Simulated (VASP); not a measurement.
# PbF2 (Fm-3m) in VASP: a series of runs, part 2 of 2

VASP 6.6.1. The steps go on from the part before.

### Step 6. Single point, PBE (18.54 Å³/atom)

This run uses another cell than the first one, of 18.54 Å³/atom.

Contents of INCAR:

```
ALGO = Normal
EDIFF = 1E-7
ENCUT = 520
GGA = PE
ISIF = 2
ISMEAR = 0
LASPH = T
LCHARG = F
LREAL = F
LWAVE = F
NBANDS = 21
NELM = 100
PREC = Accurate
SIGMA = 0.02
```

Contents of KPOINTS:

```
k-points
0
Gamma
  8 8 8
```

Contents of POSCAR:

```
PbF2
1.0
    0.0000000000      3.0296732857      3.0296732857
    3.0296732857      0.0000000000      3.0296732857
    3.0296732857      3.0296732857      0.0000000000
Pb F
1 2
Direct
    0.0000000000      0.0000000000      0.0000000000
    0.2500000000      0.2500000000      0.2500000000
    0.7500000000      0.7500000000      0.7500000000
```

Potentials or basis: VASP PAW PBE potentials, release 64 (Pb_d, F).

On the command line:

```bash
cat potpaw_PBE.64/Pb_d/POTCAR potpaw_PBE.64/F/POTCAR > POTCAR
mpirun -np 1 vasp_std > vasp.out
```

OUTCAR:

```text
EDIFF = 1E-7
   ENCUT = 520
   GGA = PE
   ISIF = 2
   ISMEAR = 0
   LASPH = T
   LREAL = F
   NELM = 100
   PREC = Accurate

 ion  position               nearest neighbor table
   1  0.000  0.000  0.000-   2 2.62   3 2.62   3 2.62   3 2.62   3 2.62   2 2.62   2 2.62   2 2.62

   2  0.250  0.250  0.250-   1 2.62   1 2.62   1 2.62   1 2.62
   3  0.750  0.750  0.750-   1 2.62   1 2.62   1 2.62   1 2.62

  LATTYP: Found a face centered cubic cell.
 ALAT       =     6.0593465714

  Lattice vectors:

 A1 = (   0.0000000000,   3.0296732857,   3.0296732857)
 A2 = (   3.0296732857,   0.0000000000,   3.0296732857)
 A3 = (   3.0296732857,   3.0296732857,   0.0000000000)

Analysis of symmetry for initial positions (statically):
=====================================================================
 Subroutine PRICEL returns:
 Original cell was already a primitive cell.

 Routine SETGRP: Setting up the symmetry group for a
 face centered cubic supercell.

 Subroutine GETGRP returns: Found 48 space group operations
 (whereof 48 operations were pure point group operations)
 out of a pool of 48 trial point group operations.

The static configuration has the point symmetry O_h .

Analysis of symmetry for dynamics (positions and initial velocities):
=====================================================================
 Subroutine PRICEL returns:
 Original cell was already a primitive cell.

 Routine SETGRP: Setting up the symmetry group for a
 face centered cubic supercell.

 Subroutine GETGRP returns: Found 48 space group operations
 (whereof 48 operations were pure point group operations)
 out of a pool of 48 trial point group operations.

The dynamic configuration has the point symmetry O_h .

 Subroutine INISYM returns: Found 48 space group operations
 (whereof 48 operations are pure point group operations),
 and found     1 'primitive' translations

[... 108 lines left out ...]
   NUPDOWN=      -1.0000    fix difference up-down
   EMIN   =  10.00;   EMAX   =-10.00  energy-range for DOS
   EFERMI =   0.00;   METHOD = LEGACY
   ISMEAR =     0;   SIGMA  =   0.02  broadening in eV -4-tet -1-fermi 0-gaus
   EFERMI_NEDOS =   21; number of points for ismear=-14 and -15
   IALGO  =     38    algorithm
   IMIX   =      4    mixing-type and parameters
     AMIX     =   0.40;   BMIX     =  1.00
     AMIX_MAG =   1.60;   BMIX_MAG =  1.00
  volume/ion in A,a.u.               =      18.54       125.11
  Fermi-wavevector in a.u.,A,eV,Ry     =   1.302332  2.461051 23.076415  1.696069
  Thomas-Fermi vector in A             =   2.433407
   LORBIT       =      0    0 simple, 1 ext, 2 COOP (PROOUT), +10 PAW based schemes
   GGA     = PE    functional components
   LHFCALC =     F    Hartree Fock is set to
   AEXX    =    0.0000 exact exchange contribution
   IVDW    =     0    specifies the selected vdW correction
   LEPSILON=     F    determine dielectric tensor
   LRPA    =     F    only Hartree local field effects (RPA)
 non-spin polarized calculation
 Gauss-broadening in eV      SIGMA  =   0.02
  energy-cutoff  :      520.00
  volume of cell :       55.62
 maximum number of plane-waves:      1524
   NGX = 15   NGY = 15   NGZ = 15

 number of electron      28.0000028 magnetization

 Free energy of the ion-electron system (eV)
  ---------------------------------------------------
  ext. energy  EPLUGINS =         0.00000000
  ---------------------------------------------------
  free energy    TOTEN  =       -14.34259615 eV

  energy without entropy =      -14.34259615  energy(sigma->0) =      -14.34259615

 E-fermi :   1.2210     XC(G=0):  -9.0813

 val. band max:        1.1232596846   @ k =   0.5000   0.0000   0.0000
 cond. band min:       5.5267161236   @ k =   0.5000   0.5000   0.0000
 fundamental gap:      4.4034564390
 Fermi energy:         1.2210216958

 k-point     1 :       0.0000    0.0000    0.0000
  band No.  band energies     occupation
      1     -19.4745      2.00000
      2     -18.9620      2.00000
      3     -13.2739      2.00000
      4     -13.2739      2.00000
      5     -13.2739      2.00000
      6     -13.2417      2.00000
[... 565 lines left out ...]
     20      16.7545      0.00000
     21      17.3554      0.00000

 [... further k-points ...]
[... 5 lines left out ...]
  --------------------------------------------------------------------------------------
  -------------------------------------------------------------------------------------
  Total       -0.6997217     -0.6997217     -0.6997217     -0.0000000      0.0000000     -0.0000000
  in kB      -20.1566592    -20.1566592    -20.1566592     -0.0000000      0.0000000     -0.0000000
  external PRESSURE =     -20.1566592 kB  Pullay stress =       0.0000000 kB

 VOLUME and BASIS-vectors are now :
 -----------------------------------------------------------------------------
  energy-cutoff  :      520.00
  volume of cell :       55.62
      direct lattice vectors                 reciprocal lattice vectors
     0.000000000  3.029673286  3.029673286    -0.165034297  0.165034297  0.165034297
     3.029673286  0.000000000  3.029673286     0.165034297 -0.165034297  0.165034297
     3.029673286  3.029673286  0.000000000     0.165034297  0.165034297 -0.165034297

 POSITION                                       TOTAL-FORCE (eV/Angst)
 -----------------------------------------------------------------------------------
      0.00000      0.00000      0.00000         0.000000      0.000000     -0.000000
      1.51484      1.51484      1.51484         0.000000      0.000000      0.000000
      4.54451      4.54451      4.54451        -0.000000     -0.000000     -0.000000
 -----------------------------------------------------------------------------------
    total drift:                                0.000000     -0.000000      0.000000

  FREE ENERGIE OF THE ION-ELECTRON SYSTEM (eV)
  ---------------------------------------------------
  free  energy   TOTEN  =       -14.3425961541 eV

  energy  without entropy=      -14.3425961541  energy(sigma->0) =      -14.34259615
```

Wall time 48 s (1 thread of AMD EPYC 7R13, shared host); peak memory 0.16 GiB.

Results:

```
Free energy            : -14.3426 eV
Pressure               : -2.0 GPa
Band gap on the k mesh : 4.40 eV (least direct gap 4.55 eV)
```

Levels at points of the mesh, in eV from the valence-band top:
```csv
k point,band 11,band 12,band 13,band 14,band 15,band 16,band 17,band 18
"(0.00, 0.00, 0.00)",-2.07,-1.60,-1.60,-1.60,6.68,6.68,6.68,10.45
"(0.50, 0.00, 0.00)",-2.23,-1.76,-1.76,0.00,5.01,7.44,7.44,13.09
"(0.50, 0.50, 0.00)",-1.22,-1.22,-1.21,-0.15,4.40,7.64,7.64,9.08
```

Caveat: spin-orbit coupling is left out, which moves the levels of the heavy elements. A k mesh can miss the band edges.

### Step 7. Summary

```csv
cell,gap on the mesh (eV),pressure (GPa)
"a = 4.156 Å, angles 60.0°, 3 atoms",4.41,4.6
"a = 4.200 Å, angles 60.0°, 3 atoms",4.42,2.0
"a = 4.243 Å, angles 60.0°, 3 atoms",4.42,-0.2
"a = 4.285 Å, angles 60.0°, 3 atoms",4.40,-2.0
```

Alike in all rows: task single point; level PBE; potentials or basis VASP PAW PBE potentials, release 64 (Pb_d, F); no spin polarisation; k mesh 8 × 8 × 8; cutoff (eV) 520; smearing gaussian 0.02 eV.

Caveats: spin-orbit coupling is left out, which moves the levels of the heavy elements; the cell stands under pressure (at least some runs).

Total energies depend on the potentials used, so only differences within one code and one set of settings carry meaning.
